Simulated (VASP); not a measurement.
# Cd (R-3m) in VASP: a series of runs

Cd is run at these levels: PBE, PBEsol, r2SCAN; tasks: single point.

All numbers are computed with VASP 6.6.1; they aren't measurements. Logs are shortened: lines on timing, memory, paths and dates and some standing lists are left out, and cuts for length are marked.

## Step 1: The cell of the first run

The structure is trigonal, space group R-3m (No. 166). The conventional cell has a = 3.237 Å, b = 3.237 Å, c = 7.397 Å, α = 90.00°, β = 90.00°, γ = 120.00°. Within 4.1 Å of Cd (site symmetry -3m) lie 12 Cd at 3.09 to 3.24 Å.

## Step 2: Single point, PBE (22.38 Å³/atom)

INCAR reads:

```
SYSTEM = Cd
  PREC = Accurate
  ENCUT = 520
  EDIFF = 1E-6
  ISMEAR = -1
  SIGMA = 0.05
  LREAL = .FALSE.
  LASPH = .TRUE.
  NELM = 80
  ALGO = Normal
  ISIF = 2
  LWAVE = .FALSE.
  LCHARG = .TRUE.
  GGA = PE
  LELF = .TRUE.
  LVHAR = .TRUE.
  NBANDS = 12
```

KPOINTS reads:

```
regular mesh
0
G
  10 10 10
  0 0 0
```

POSCAR reads:

```
Cd
1.0
    1.6186786615      0.9345445610      2.4655083291
   -1.6186786615      0.9345445610      2.4655083291
    0.0000000000     -1.8690891220      2.4655083291
Cd
1
Direct
    0.0000000000      0.0000000000      0.0000000000
```

Potentials or basis: VASP PAW PBE potentials, release 64 (Cd).

On the command line:

```bash
$ cat potpaw_PBE.64/Cd/POTCAR > POTCAR
$ mpirun -np 1 vasp_std > vasp.out
```

OUTCAR:

```text
SYSTEM = Cd
   PREC = Accurate
   ENCUT = 520
   EDIFF = 1E-6
   ISMEAR = -1
   LREAL = .FALSE.
   LASPH = .TRUE.
   NELM = 80
   ISIF = 2
   GGA = PE

 ion  position               nearest neighbor table
   1  0.000  0.000  0.000-

  LATTYP: Found a trigonal (rhomboedric) cell.
 ALAT       =     3.0939013343
 COS(alpha) =     0.4525576903

  Lattice vectors:

 A1 = (   1.6186786615,   0.9345445610,   2.4655083291)
 A2 = (  -1.6186786615,   0.9345445610,   2.4655083291)
 A3 = (   0.0000000000,  -1.8690891220,   2.4655083291)

Analysis of symmetry for initial positions (statically):
=====================================================================
 Subroutine PRICEL returns:
 Original cell was already a primitive cell.

 Routine SETGRP: Setting up the symmetry group for a
 trigonal (rhombohedral) supercell.

 Subroutine GETGRP returns: Found 12 space group operations
 (whereof 12 operations were pure point group operations)
 out of a pool of 12 trial point group operations.

The static configuration has the point symmetry D_3d.

Analysis of symmetry for dynamics (positions and initial velocities):
=====================================================================
 Subroutine PRICEL returns:
 Original cell was already a primitive cell.

 Routine SETGRP: Setting up the symmetry group for a
 trigonal (rhombohedral) supercell.

 Subroutine GETGRP returns: Found 12 space group operations
 (whereof 12 operations were pure point group operations)
 out of a pool of 12 trial point group operations.

The dynamic configuration has the point symmetry D_3d.

 Subroutine INISYM returns: Found 12 space group operations
 (whereof 12 operations are pure point group operations),
 and found     1 'primitive' translations

----------------------------------------------------------------------------------------

                                     Primitive cell

  volume of cell :      22.3779

  direct lattice vectors                    reciprocal lattice vectors
     1.618678661  0.934544561  2.465508329     0.308893922  0.178339989  0.135198624
    -1.618678661  0.934544561  2.465508329    -0.308893922  0.178339989  0.135198624
     0.000000000 -1.869089122  2.465508329     0.000000000 -0.356679978  0.135198624

  length of vectors
     3.093901334  3.093901334  3.093901334     0.381443672  0.381443672  0.381443671

  position of ions in fractional coordinates (direct lattice)
     0.000000000  0.000000000  0.000000000

  ion indices of the primitive-cell ions
   primitive index   ion index
                 1           1

----------------------------------------------------------------------------------------

 KPOINTS: regular mesh

Automatic generation of k-mesh.
 Grid dimensions read from file:
 generate k-points for:   10   10   10

 Generating k-lattice:

  Cartesian coordinates                     Fractional coordinates (reciprocal lattice)
     0.030889392  0.017833999  0.013519862     0.100000000  0.000000000  0.000000000
    -0.030889392  0.017833999  0.013519862     0.000000000  0.100000000  0.000000000
     0.000000000 -0.035667998  0.013519862     0.000000000  0.000000000  0.100000000

  Length of vectors
     0.038144367  0.038144367  0.038144367

  Shift w.r.t. Gamma in fractional coordinates (k-lattice)
     0.000000000  0.000000000  0.000000000

 Subroutine IBZKPT returns following result:
 ===========================================

 Found    116 irreducible k-points:

 Following reciprocal coordinates:
            Coordinates               Weight
  0.000000  0.000000  0.000000      1.000000
  0.100000  0.000000 -0.000000      6.000000
  0.200000  0.000000 -0.000000      6.000000
  0.300000 -0.000000 -0.000000      6.000000
  0.400000  0.000000 -0.000000      6.000000
  0.500000  0.000000  0.000000      3.000000
[... 16 lines left out ...]
  0.300000  0.300000 -0.000000      6.000000
  0.400000  0.300000  0.000000     12.000000
 [... further k-points ...]
   k-points           NKPTS =    116   k-points in BZ     NKDIM =    116   number of bands    NBANDS=     12
   number of dos      NEDOS =    301   number of ions     NIONS =      1
   total plane-waves  NPLWV =  13824
   dimension x,y,z NGX =    24 NGY =   24 NGZ =   24
   dimension x,y,z NGXF=    48 NGYF=   48 NGZF=   48
   ions per type =               1
   NGX,Y,Z   is equivalent  to a cutoff of  12.90, 12.90, 12.90 a.u.
   NGXF,Y,Z  is equivalent  to a cutoff of  25.79, 25.79, 25.79 a.u.
 SYSTEM =  Cd
   PREC   = accura    normal or accurate (medium, high low for compatibility)
   ISTART =      0    job   : 0-new  1-cont  2-samecut
   ICHARG =      2    charge: 1-file 2-atom 10-const
   ISPIN  =      1    spin polarized calculation?
   LNONCOLLINEAR =      F non collinear calculations
   LSORBIT =      F    spin-orbit coupling
   LASPH  =      T    aspherical Exc in radial PAW
   ENCUT  =  520.0 eV  38.22 Ry    6.18 a.u.   5.75  5.75  5.75*2*pi/ulx,y,z
   NELM   =     80;   NELMIN=  2; NELMDL= -5     # of ELM steps
   EDIFF  = 0.1E-05   stopping-criterion for ELM
   LREAL  =      F    real-space projection
   EDIFFG = 0.1E-04   stopping-criterion for IOM
   NSW    =      0    number of steps for IOM
   IBRION =     -1    ionic relax: 0-MD 1-quasi-New 2-CG
   NFREE  =      0    steps in history (QN), initial steepest desc. (CG)
   ISIF   =      2    stress and relaxation
   ISYM   =      2    0-nonsym 1-usesym 2-fastsym
   POTIM  = 0.5000    time-step for ionic-motion
   TEBEG  =    0.0;   TEEND  =   0.0 temperature during run
   PSTRESS=    0.0 pullay stress
   NELECT =      12.0000    total number of electrons
   NUPDOWN=      -1.0000    fix difference up-down
   EMIN   =  10.00;   EMAX   =-10.00  energy-range for DOS
   EFERMI =   0.00;   METHOD = LEGACY
   ISMEAR =    -1;   SIGMA  =   0.05  broadening in eV -4-tet -1-fermi 0-gaus
   EFERMI_NEDOS =   21; number of points for ismear=-14 and -15
   IALGO  =     38    algorithm
   IMIX   =      4    mixing-type and parameters
     AMIX     =   0.40;   BMIX     =  1.00
     AMIX_MAG =   1.60;   BMIX_MAG =  1.00
  volume/ion in A,a.u.               =      22.38       151.01
  Fermi-wavevector in a.u.,A,eV,Ry     =   1.330033  2.513398 24.068544  1.768988
  Thomas-Fermi vector in A             =   2.459151
   LORBIT       =      0    0 simple, 1 ext, 2 COOP (PROOUT), +10 PAW based schemes
   GGA     = PE    functional components
[... 5 lines left out ...]
 non-spin polarized calculation
  energy-cutoff  :      520.00
  volume of cell :       22.38
 maximum number of plane-waves:       613
   NGX = 11   NGY = 11   NGZ = 11

 number of electron      11.9999997 magnetization

 Free energy of the ion-electron system (eV)
  ---------------------------------------------------
  ext. energy  EPLUGINS =         0.00000000
  ---------------------------------------------------
  free energy    TOTEN  =        -0.74182784 eV

  energy without entropy =       -0.73980433  energy(sigma->0) =       -0.74081608

 E-fermi :   2.6663     XC(G=0): -10.8519

 val. band max:        2.6193906680   @ k =   0.5000   0.1000   0.1000
 cond. band min:       2.8079329810   @ k =  -0.4000   0.1000   0.0000
 fundamental gap:      0.1885423130
 Fermi energy:         2.6663049558

 k-point     1 :       0.0000    0.0000    0.0000
  band No.  band energies     occupation
      1      -6.5075      2.00000
      2      -6.5075      2.00000
      3      -6.2992      2.00000
      4      -5.9705      2.00000
      5      -5.9705      2.00000
      6      -5.9293      2.00000
      7      16.0602      0.00000
      8      16.6197      0.00000
      9      16.6197      0.00000
     10      19.4421      0.00000
     11      20.0777      0.00000
     12      20.0777      0.00000

 k-point     2 :       0.1000    0.0000   -0.0000
  band No.  band energies     occupation
      1      -6.5188      2.00000
      2      -6.4852      2.00000
      3      -6.2711      2.00000
      4      -5.9759      2.00000
      5      -5.9744      2.00000
      6      -5.6752      2.00000
      7      13.8580      0.00000
      8      16.1863      0.00000
      9      16.3611      0.00000
     10      18.9348      0.00000
     11      20.6369      0.00000
     12      20.8066      0.00000

 k-point     3 :       0.2000    0.0000   -0.0000
  band No.  band energies     occupation
      1      -6.6089      2.00000
      2      -6.4547      2.00000
      3      -6.2107      2.00000
      4      -5.9537      2.00000
      5      -5.9436      2.00000
      6      -4.8768      2.00000
      7      10.1800      0.00000
      8      15.8675      0.00000
      9      15.9957      0.00000
     10      18.1761      0.00000
     11      20.6565      0.00000
     12      21.1880      0.00000

 k-point     4 :       0.3000   -0.0000   -0.0000
  band No.  band energies     occupation
      1      -6.7416      2.00000
      2      -6.4721      2.00000
      3      -6.2220      2.00000
      4      -5.8665      2.00000
      5      -5.8023      2.00000
      6      -3.5362      2.00000
      7       6.6698      0.00000
      8      15.4087      0.00000
      9      15.6224      0.00000
     10      17.3706      0.00000
     11      19.9084      0.00000
     12      20.1936      0.00000

 k-point     5 :       0.4000    0.0000   -0.0000
  band No.  band energies     occupation
      1      -6.8501      2.00000
      2      -6.5152      2.00000
      3      -6.2610      2.00000
      4      -5.7615      2.00000
      5      -5.6512      2.00000
      6      -1.6875      2.00000
      7       3.4952      0.00000
      8      15.0816      0.00000
      9      15.2521      0.00000
     10      16.7588      0.00000
     11      19.0287      0.00000
     12      19.5110      0.00000
[... 228 lines left out ...]
      1      -6.6311      2.00000
      2      -6.4671      2.00000
      3      -6.1086      2.00000
      4      -6.0118      2.00000
      5      -5.8673      2.00000
      6      -1.4553      2.00000
      7       5.4992      0.00000
      8       8.7420      0.00000
      9      14.9626      0.00000
     10      16.1752      0.00000
     11      20.7245      0.00000
     12      22.5806      0.00000

 k-point    22 :      -0.2000    0.2000    0.0000
  band No.  band energies     occupation
      1      -6.5182      2.00000
      2      -6.5146      2.00000
      3      -6.0711      2.00000
      4      -6.0597      2.00000
      5      -5.9849      2.00000
      6      -3.0865      2.00000
      7       8.7116      0.00000
      8       8.8236      0.00000
      9      16.7259      0.00000
     10      17.2019      0.00000
     11      19.5749      0.00000
     12      21.9956      0.00000

 k-point    23 :       0.3000    0.3000   -0.0000
  band No.  band energies     occupation
      1      -6.8345      2.00000
      2      -6.6063      2.00000
      3      -5.9065      2.00000
      4      -5.8551      2.00000
      5      -5.7716      2.00000
      6      -2.7153      2.00000
      7      10.4751      0.00000
      8      10.9247      0.00000
      9      11.8307      0.00000
     10      13.4526      0.00000
     11      14.9840      0.00000
     12      26.6871      0.00000

 k-point    24 :       0.4000    0.3000    0.0000
  band No.  band energies     occupation
      1      -6.8926      2.00000
      2      -6.6895      2.00000
      3      -5.8435      2.00000
      4      -5.8417      2.00000
      5      -5.6468      2.00000
      6      -1.3765      2.00000
      7       7.8714      0.00000
      8       9.1760      0.00000
      9      11.3182      0.00000
     10      14.7179      0.00000
     11      14.9791      0.00000
     12      25.9765      0.00000

 [... further k-points ...]

------------------------ aborting loop because EDIFF is reached ----------------------------------------

  FORCE on cell =-STRESS in cart. coord.  units (eV):
  Direction    XX          YY          ZZ          XY          YZ          ZX
  --------------------------------------------------------------------------------------
  -------------------------------------------------------------------------------------
  Total        0.1495459      0.1495459      0.2493798      0.0000000      0.0000000     -0.0000000
  in kB       10.7069761     10.7069761     17.8547388      0.0000000      0.0000000     -0.0000000
  external PRESSURE =      13.0895636 kB  Pullay stress =       0.0000000 kB

 VOLUME and BASIS-vectors are now :
 -----------------------------------------------------------------------------
  energy-cutoff  :      520.00
  volume of cell :       22.38
      direct lattice vectors                 reciprocal lattice vectors
     1.618678661  0.934544561  2.465508329     0.308893922  0.178339989  0.135198624
    -1.618678661  0.934544561  2.465508329    -0.308893922  0.178339989  0.135198624
     0.000000000 -1.869089122  2.465508329     0.000000000 -0.356679978  0.135198624

 POSITION                                       TOTAL-FORCE (eV/Angst)
 -----------------------------------------------------------------------------------
      0.00000      0.00000      0.00000         0.000000      0.000000     -0.000000
 -----------------------------------------------------------------------------------
    total drift:                                0.000000      0.000000      0.000000

  FREE ENERGIE OF THE ION-ELECTRON SYSTEM (eV)
  ---------------------------------------------------
  free  energy   TOTEN  =        -0.7418278367 eV

  energy  without entropy=       -0.7398043303  energy(sigma->0) =       -0.74081608
```

It took 14 s on 1 thread of Intel Xeon Platinum 8375C at 2.90GHz (Ice Lake), shared host; peak memory 0.15 GiB.

What came out:

```
Free energy            : -0.7418 eV
Pressure               : 1.3 GPa
Band gap on the k mesh : zero (bands 6 and 7 overlap by 2.93 eV)
```

Levels at points of the mesh, in eV from the Fermi level:
```tsv
k point	band 2	band 3	band 4	band 5	band 6	band 7	band 8	band 9	band 10	band 11
(0.00, 0.00, 0.00)	-9.17	-8.97	-8.64	-8.64	-8.60	13.39	13.95	13.95	16.78	17.41
(0.50, 0.00, 0.00)	-9.20	-8.94	-8.38	-8.26	-2.34	-1.63	12.29	12.43	13.87	16.07
(0.50, 0.50, 0.00)	-9.61	-8.35	-8.22	-8.17	-0.74	1.31	5.99	7.49	10.17	11.67
(0.50, 0.50, 0.50)	-9.10	-9.10	-8.25	-8.25	-1.85	-0.50	11.31	11.31	12.31	15.36
```

## Step 3: Single point, PBEsol

This run uses another cell than the first one, of 21.94 Å³/atom.

INCAR reads:

```
SYSTEM = Cd
  PREC = Accurate
  ENCUT = 520
  EDIFF = 1E-6
  ISMEAR = 0
  SIGMA = 0.05
  LREAL = .FALSE.
  LASPH = .TRUE.
  NELM = 80
  ALGO = Fast
  ISIF = 2
  LWAVE = .FALSE.
  LCHARG = .FALSE.
  GGA = PS
  NBANDS = 12
```

KPOINTS is that of step 2.

POSCAR reads:

```
Cd
1.0
    1.6080291515      0.9283960635      2.4492874100
   -1.6080291515      0.9283960635      2.4492874100
    0.0000000000     -1.8567921270      2.4492874100
Cd
1
Direct
    0.0000000000      0.0000000000      0.0000000000
```

Potentials or basis: VASP PAW PBE potentials, release 64 (Cd).

On the command line:

```bash
$ cat potpaw_PBE.64/Cd/POTCAR > POTCAR
$ mpirun -np 1 vasp_std > vasp.out
```

Wall time 18 s (1 thread of AMD EPYC 7R13 (Zen 3), shared host); peak memory 0.12 GiB.

It converged, with:

```
Free energy            : -1.1851 eV
Pressure               : -1.9 GPa
Band gap on the k mesh : zero (bands 6 and 7 overlap by 2.89 eV)
```

Stress tensor (GPa, compression positive):
```
-2.01  0.00  0.00
 0.00 -2.01  0.00
 0.00  0.00 -1.58
```

Levels at points of the mesh, in eV from the Fermi level:
```
           k point  band 3  band 4  band 5  band 6  band 7  band 8  band 9  band 10
(0.00, 0.00, 0.00)   -8.92   -8.71   -8.55   -8.55   13.51   14.15   14.15    16.99
(0.50, 0.00, 0.00)   -8.88   -8.28   -8.15   -2.41   -1.58   12.47   12.57    14.02
(0.50, 0.50, 0.00)   -8.25   -8.11   -8.06   -0.77    1.41    6.05    7.57    10.35
(0.50, 0.50, 0.50)   -9.04   -8.14   -8.14   -1.91   -0.43   11.48   11.48    12.39
```

Caveat: the PAW data sets were made with another functional, which shifts forces and pressure a little.

(Part 1 of 2 ends here.)
